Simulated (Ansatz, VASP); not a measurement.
## Two plane-wave programs on InSb

Contents of POSCAR:

```
InSb
1.0
    0.0000000000      3.2391003701      3.2391003701
    3.2391003701      0.0000000000      3.2391003701
    3.2391003701      3.2391003701      0.0000000000
In Sb
1 1
Direct
    0.0000000000      0.0000000000      0.0000000000
    0.7500000000      0.7500000000      0.7500000000
```

The input INCAR.step1:

```
SYSTEM = InSb
PREC = Accurate ; ENCUT = 520
EDIFF = 1E-5 ; ISMEAR = 0
SIGMA = 0.05 ; LREAL = .False.
LASPH = .True. ; NELM = 60
ALGO = Normal ; ISIF = 2
LWAVE = .True. ; LCHARG = .False.
GGA = PE ; NBANDS = 16
```

Contents of INCAR.step2:

```
SYSTEM = InSb
PREC = Accurate ; ENCUT = 520
EDIFF = 1E-7 ; ISMEAR = 0
SIGMA = 0.05 ; LREAL = .False.
LASPH = .True. ; NELM = 60
ALGO = Normal ; ISIF = 2
LWAVE = .False. ; LCHARG = .False.
GGA = PE ; LHFCALC = .True.
AEXX = 0.45 ; HFSCREEN = 0.5
PRECFOCK = Normal ; ISTART = 1
NBANDS = 16
```

The input KPOINTS:

```
Automatic mesh
0
Gamma
  6 6 6
  0 0 0
```

Input for Ansatz:

```yaml
crystal:
  lattice:
    - [0.0, 3.2391003701, 3.2391003701]
    - [3.2391003701, 0.0, 3.2391003701]
    - [3.2391003701, 3.2391003701, 0.0]
  atoms:
    - { symbol: In, position: [0.0, 0.0, 0.0] }
    - { symbol: Sb, position: [0.75, 0.75, 0.75] }
basis:
  ecutwfc: 420
  ecutrho_ratio: 4
kpoints:
  mp_grid: { grid: [6, 6, 6] }
hamiltonian:
  xc: { preset: hse06, exx: { coeff: 0.45, omega: 0.5 } }
scf:
  occupations: { method: gaussian, width: 0.05 }
  n_extra_bands: 9
output:
  forces: true
  stress: true
  eigenvalues: true
  populations: true
  dos: { projected: true, de: 0.02 }
  write_density: true
  write_potential: true
  elf: true
  volumetric_format: npy
```

Alike in both runs: task single point; functional PBE-based screened hybrid with a share of 0.45 of exact exchange and HFSCREEN = 0.5; k mesh 6 × 6 × 6; occupations gaussian, width 0.05 eV; no spin polarisation.

|  | VASP | Ansatz |
| --- | --- | --- |
| version | VASP 6.6.1 | Ansatz 0.2.0 |
| potentials or method | VASP PAW PBE potentials, release 64 (In_d, Sb), cutoff 520 eV | scalar-relativistic, plane waves, PAW |
| valence electrons in the cell | 18 | 28 |

|  | VASP | Ansatz | Ansatz less VASP |
| --- | --- | --- | --- |
| gap on the k mesh at the Fermi level (eV) | 0.53 | 0.47 | -0.056 |
| least direct gap on the mesh (eV) | 0.53 | 0.47 | -0.056 |
| pressure (GPa) | 0.8 | 1.6 | +0.78 |

VASP's potentials were made for PBE, not for PBE-based screened hybrid. VASP's potentials hold 18 valence electrons a cell and Ansatz's 28, so a difference there can come from the potentials and not from the codes. Ansatz's warnings: stress exchange threshold loose, stress scf threshold loose.

Spin-orbit coupling is off throughout.
